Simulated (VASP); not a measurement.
Here is a VASP 6.6.1 calculation.

POSCAR

```
In3Sb
1.0
    4.8369620000      0.0000000000      0.0000000000
    0.0000000000      4.8369620000      0.0000000000
    0.0000000000      0.0000000000      4.8369620000
In Sb
3 1
Direct
    0.5000000000      0.5000000000      0.0000000000
    0.5000000000      0.0000000000      0.5000000000
    0.0000000000      0.5000000000      0.5000000000
    0.0000000000      0.0000000000      0.0000000000
```

The input INCAR.step1:

```
SYSTEM = In3Sb
ALGO = Normal
EDIFF = 1E-4
ENCUT = 520
GGA = PE
ISMEAR = 0
LASPH = .True.
LCHARG = .False.
LREAL = .False.
LWAVE = .True.
NBANDS = 30
NELM = 80
PREC = Accurate
SIGMA = 0.05
```

INCAR.step2

```
SYSTEM = In3Sb
ALGO = Normal
EDIFF = 1E-6
ENCUT = 520
ISIF = 2
ISMEAR = 0
ISTART = 1
LASPH = .True.
LCHARG = .False.
LMIXTAU = .True.
LREAL = .False.
LWAVE = .False.
METAGGA = R2SCAN
NBANDS = 30
NELM = 80
PREC = Accurate
SIGMA = 0.05
```

The input KPOINTS:

```
k-points
0
Gamma
  5 5 5
  0 0 0
```

Potentials or basis: VASP PAW PBE potentials, release 64 (In_d, Sb).

Run with:

```sh
$ cat potpaw_PBE.64/In_d/POTCAR potpaw_PBE.64/Sb/POTCAR > POTCAR
$ cp INCAR.step1 INCAR
$ mpirun -np 1 vasp_std > vasp.out
$ cp INCAR.step2 INCAR
$ mpirun -np 1 vasp_std > vasp.out
```

(1) What does it give for the pressure?

(2) Predict the band gap on the k mesh.

Answers

(1) -0.4 GPa.

(2) zero (band 22 reaches 7.26 eV, above the bottom of band 23 at 5.02 eV).

Caveat: the PAW data sets were made with another functional, which shifts forces and pressure a little; spin-orbit coupling is left out, which moves the levels of the heavy elements.
